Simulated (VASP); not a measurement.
# WS2 (R3m) in VASP: further runs, part 2 of 2

VASP 6.6.1. The steps go on from the part before.

## (4) Electric field gradients, PBE (17.39 Å³/atom)

This run uses another cell than the first one, of 17.39 Å³/atom.

File INCAR:

```
PREC = Accurate ; ENCUT = 520
EDIFF = 1E-8 ; ISMEAR = -1
SIGMA = 0.08 ; LREAL = False
LASPH = True ; NELM = 100
ALGO = Normal ; ISIF = 2
LWAVE = False ; LCHARG = False
GGA = PE ; LEFG = True
NBANDS = 20
```

File KPOINTS:

```
Automatic mesh
0
Gamma
  13 13 13
```

File POSCAR:

```
WS2
1.0
    1.5684027470      0.9055177481      6.1219641228
   -1.5684027470      0.9055177481      6.1219641228
    0.0000000000     -1.8110354963      6.1219641228
W S
1 2
Direct
    0.0000000000      0.0000000000      0.0000000000
    0.7503000000      0.7503000000      0.7503000000
    0.5810000000      0.5810000000      0.5810000000
```

Potentials or basis: VASP PAW PBE potentials, release 64 (W_sv, S).

Launch:

```sh
$ cat potpaw_PBE.64/W_sv/POTCAR potpaw_PBE.64/S/POTCAR > POTCAR
$ mpirun -np 1 vasp_std > vasp.out
```

OUTCAR:

```text
PREC = Accurate
   ENCUT = 520
   EDIFF = 1E-8
   ISMEAR = -1
   LREAL = False
   LASPH = True
   NELM = 100
   ISIF = 2
   GGA = PE

 ion  position               nearest neighbor table
   1  0.000  0.000  0.000-   2 2.37   2 2.37   2 2.37   3 2.40   3 2.40   3 2.40
   2  0.750  0.750  0.750-   1 2.37   1 2.37   1 2.37
   3  0.581  0.581  0.581-   1 2.40   1 2.40   1 2.40

  LATTYP: Found a trigonal (rhomboedric) cell.
 ALAT       =     6.3842222933
 COS(alpha) =     0.8792939096

  Lattice vectors:

 A1 = (   1.5684027470,   0.9055177481,   6.1219641228)
 A2 = (  -1.5684027470,   0.9055177481,   6.1219641228)
 A3 = (   0.0000000000,  -1.8110354963,   6.1219641228)

Analysis of symmetry for initial positions (statically):
=====================================================================
 Subroutine PRICEL returns:
 Original cell was already a primitive cell.

 Routine SETGRP: Setting up the symmetry group for a
 trigonal (rhombohedral) supercell.

 Subroutine GETGRP returns: Found  6 space group operations
 (whereof  6 operations were pure point group operations)
 out of a pool of 12 trial point group operations.

The static configuration has the point symmetry C_3v.

Analysis of symmetry for dynamics (positions and initial velocities):
=====================================================================
 Subroutine PRICEL returns:
 Original cell was already a primitive cell.

 Routine SETGRP: Setting up the symmetry group for a
 trigonal (rhombohedral) supercell.

[... 164 lines left out ...]
      3     -30.9403      2.00000
      4     -30.9403      2.00000
      5      -8.0599      2.00000
      6      -5.9911      2.00000
[... 541 lines left out ...]
     19      15.5922      0.00000
     20      16.1859      0.00000

 [... further k-points ...]

------------------------ aborting loop because EDIFF is reached ----------------------------------------

  FORCE on cell =-STRESS in cart. coord.  units (eV):
  Direction    XX          YY          ZZ          XY          YZ          ZX
  --------------------------------------------------------------------------------------
  -------------------------------------------------------------------------------------
  Total        2.5984041      2.5984041      2.8704856      0.0000000     -0.0000000      0.0000000
  in kB       79.8032698     79.8032698     88.1595510      0.0000000     -0.0000000      0.0000000
  external PRESSURE =      82.5886969 kB  Pullay stress =       0.0000000 kB

 VOLUME and BASIS-vectors are now :
 -----------------------------------------------------------------------------
  energy-cutoff  :      520.00
  volume of cell :       52.17
      direct lattice vectors                 reciprocal lattice vectors
     1.568402747  0.905517748  6.121964123     0.318795667  0.184056764  0.054448756
    -1.568402747  0.905517748  6.121964123    -0.318795667  0.184056764  0.054448756
     0.000000000 -1.811035496  6.121964123     0.000000000 -0.368113528  0.054448756

 POSITION                                       TOTAL-FORCE (eV/Angst)
 -----------------------------------------------------------------------------------
      0.00000      0.00000      0.00000         0.000000      0.000000     -0.639526
      0.00000     -0.00000     13.77993         0.000000     -0.000000      0.898446
      0.00000     -0.00000     10.67058         0.000000      0.000000     -0.258920
 -----------------------------------------------------------------------------------
    total drift:                                0.000000      0.000000      0.000040

  FREE ENERGIE OF THE ION-ELECTRON SYSTEM (eV)
  ---------------------------------------------------
  free  energy   TOTEN  =       -23.5640225389 eV

  energy  without entropy=      -23.5639973715  energy(sigma->0) =      -23.56400996

 Electric field gradients (V/A^2)
---------------------------------------------------------------------
 ion       V_xx      V_yy      V_zz      V_xy      V_xz      V_yz
---------------------------------------------------------------------
   1      78.823    78.823  -157.647    -0.000     0.000     0.000
   2      25.110    25.110   -50.219     0.000    -0.000     0.000
   3      21.239    21.239   -42.478    -0.000    -0.000     0.000
---------------------------------------------------------------------

 Electric field gradients after diagonalization (V/A^2)
 (convention: |V_zz| > |V_xx| > |V_yy|)
----------------------------------------------------------------------
 ion       V_xx      V_yy      V_zz     asymmetry (V_yy - V_xx)/ V_zz
----------------------------------------------------------------------
   1      78.823    78.823  -157.647       0.000
   2      25.110    25.110   -50.219       0.000
   3      21.239    21.239   -42.478       0.000
----------------------------------------------------------------------

           NMR quadrupolar parameters

 Cq : quadrupolar parameter    Cq=e*Q*V_zz/h
 eta: asymmetry parameters     (V_yy - V_xx)/ V_zz
 Q  : nuclear electric quadrupole moment in mb (millibarn)
----------------------------------------------------------------------
 ion       Cq(MHz)       eta       Q (mb)
----------------------------------------------------------------------
   1      -0.381       0.000       1.000
   2      -0.121       0.000       1.000
   3      -0.103       0.000       1.000
----------------------------------------------------------------------
```

OSZICAR:

```text
N       E                     dE             d eps       ncg     rms          rms(c)
DAV:   1     0.201670761608E+03    0.20167E+03   -0.13017E+04  9248   0.130E+03
DAV:   2    -0.144378782759E+02   -0.21611E+03   -0.20874E+03 10828   0.346E+02
DAV:   3    -0.247132268058E+02   -0.10275E+02   -0.10168E+02 11744   0.711E+01
DAV:   4    -0.248575615300E+02   -0.14433E+00   -0.14423E+00 11100   0.906E+00
DAV:   5    -0.248600434530E+02   -0.24819E-02   -0.24818E-02 11548   0.125E+00    0.284E+01
DAV:   6    -0.237330499889E+02    0.11270E+01   -0.56265E+00 10284   0.164E+01    0.118E+01
DAV:   7    -0.236088570957E+02    0.12419E+00   -0.12542E+00  9680   0.639E+00    0.573E+00
DAV:   8    -0.235652668439E+02    0.43590E-01   -0.24902E-01 10628   0.338E+00    0.139E+00
DAV:   9    -0.235643198482E+02    0.94700E-03   -0.11703E-02 11796   0.752E-01    0.595E-01
DAV:  10    -0.235640356749E+02    0.28417E-03   -0.45327E-03 10632   0.460E-01    0.765E-02
DAV:  11    -0.235640060955E+02    0.29579E-04   -0.53003E-04 10440   0.155E-01    0.630E-02
DAV:  12    -0.235640167748E+02   -0.10679E-04   -0.63373E-05 10664   0.608E-02    0.118E-02
DAV:  13    -0.235640221509E+02   -0.53761E-05   -0.11026E-05 10612   0.244E-02    0.786E-03
DAV:  14    -0.235640223192E+02   -0.16834E-06   -0.13552E-06 10968   0.731E-03    0.150E-03
DAV:  15    -0.235640225238E+02   -0.20461E-06   -0.32739E-07 10572   0.362E-03    0.143E-03
DAV:  16    -0.235640225406E+02   -0.16796E-07   -0.17785E-08 10568   0.924E-04    0.386E-04
DAV:  17    -0.235640225389E+02    0.17026E-08   -0.26509E-09  6576   0.402E-04
   1 F= -.23564023E+02 E0= -.23564010E+02  d E =-.251674E-04
```

stdout:

```text
POSCAR found type information on POSCAR W S
 POSCAR found :  2 types and       3 ions
 scaLAPACK will be used
 LDA part: xc-table for (Slater+PW92), standard interpolation
 POSCAR, INCAR and KPOINTS ok, starting setup
 FFT: planning ... GRIDC
 FFT: planning ... GRID_SOFT
 FFT: planning ... GRID
 WAVECAR not read
 entering main loop
ion   1

ion   2

ion   3
```

Run time: 9.2 min. Hardware: 1 thread of AMD EPYC 9R45 (Zen 5), shared host; peak memory 0.44 GiB.

What came out:

```yaml
Free_energy: -23.5640 eV
Pressure: 8.3 GPa
Largest_force: 0.898 eV/Å
Band_gap_on_the_k_mesh: 1.06 eV (least direct gap 2.17 eV)
Largest_electric_field_gradient_by_atom: W -157.6; S -50.2, -42.5 V/Å²
```

Forces in eV/Å, atoms in the order of the input:
```
W    0.000  0.000 -0.640
S    0.000  0.000  0.898
S    0.000  0.000 -0.259
```

Stress tensor (GPa, compression positive):
```
7.98 0.00 0.00
0.00 7.98 0.00
0.00 0.00 8.82
```

Electric field gradients, principal values (V/Å²):
| atom | least | middle | greatest (by size) |
| --- | --- | --- | --- |
| 1 W | 78.823 | 78.823 | -157.647 |
| 2 S | 25.110 | 25.110 | -50.219 |
| 3 S | 21.239 | 21.239 | -42.478 |

Caveat: the cell stands under pressure; without QUAD_EFG the Cq values of the log hold for a quadrupole moment of 1 mb, not for the nuclei; spin-orbit coupling is left out, which moves the levels of the heavy elements. A k mesh can miss the band edges.
